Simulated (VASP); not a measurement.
A run of VASP 6.6.1 is set up as follows.

The input POSCAR:

```
Si2Mo
1.0
    3.5516979200      0.0000000000      0.0000000000
   -1.7758494600      3.0758612800      0.0000000000
    0.0000000000      0.0000000000      3.9362771000
Mo Si
1 2
Direct
    0.0000000000      0.0000000000      0.0000000000
    0.3333000000      0.6667000000      0.5000000000
    0.6666000000      0.3333000000      0.5000000000
```

The input INCAR.step1:

```
SYSTEM = Si2Mo
  PREC = Accurate
  ENCUT = 520
  ISMEAR = -1
  SIGMA = 0.1
  LREAL = .FALSE.
  LASPH = .TRUE.
  NELM = 80
  NBANDS = 18
  GGA = PE
  ALGO = Normal
  EDIFF = 1E-4
  LWAVE = .TRUE.
  LCHARG = .FALSE.
```

INCAR.step2

```
SYSTEM = Si2Mo
  PREC = Accurate
  ENCUT = 520
  EDIFF = 1E-6
  ISMEAR = -1
  SIGMA = 0.1
  LREAL = .FALSE.
  LASPH = .TRUE.
  NELM = 80
  ALGO = Normal
  ISIF = 2
  LWAVE = .FALSE.
  LCHARG = .FALSE.
  METAGGA = R2SCAN
  LMIXTAU = .TRUE.
  NBANDS = 18
  ISTART = 1
```

Contents of KPOINTS:

```
regular mesh
0
G
  11 11 9
  0 0 0
```

Potentials or basis: VASP PAW PBE potentials, release 64 (Mo_sv, Si).

The run is started by

```bash
$ cat potpaw_PBE.64/Mo_sv/POTCAR potpaw_PBE.64/Si/POTCAR > POTCAR
$ cp INCAR.step1 INCAR
$ mpirun -np 1 vasp_std > vasp.out
$ cp INCAR.step2 INCAR
$ mpirun -np 1 vasp_std > vasp.out
```

Q: Estimate the largest force.

A: 0.006 eV/Å.

Q: Estimate the pressure.

A: 19.8 GPa.

Q: Estimate the band gap on the k mesh.

A: Zero (band 11 reaches 12.53 eV, above the bottom of band 12 at 10.03 eV).

Forces in eV/Å, atoms in the order of the input:
```
Mo   0.001  0.000  0.000
Si   0.000 -0.006  0.000
Si   0.000  0.006  0.000
```

Caveat: the PAW data sets were made with another functional, which shifts forces and pressure a little.
